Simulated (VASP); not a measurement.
Crystal: C.

```
C
1.0
     1.22805   -2.12706    0.00000
     1.22805    2.12706    0.00000
     0.00000    0.00000    7.17327
C
4
Direct
  0.08338 0.91662 0.75314
  0.58338 0.41662 0.24686
  0.91662 0.08338 0.24686
  0.41662 0.58338 0.75314
```

Base run:

- Program: VASP 6.6.1
- Functional: LDA
- Potentials or basis: VASP PAW LDA potentials, release 64 (C)
- Cutoff: 520 eV
- k mesh: 18 × 18 × 6
- Occupations: fermi-dirac, width 0.5 eV
- Spin: no spin polarisation

Its results: pressure -2.8 GPa; largest force 0.012 eV/Å.

Question: The run is repeated on the same cell with these changes: occupations from fermi-dirac, width 0.5 eV to gaussian, width 0.1 eV. What comes out?

Answer: Pressure -3.2 GPa; largest force 0.026 eV/Å.
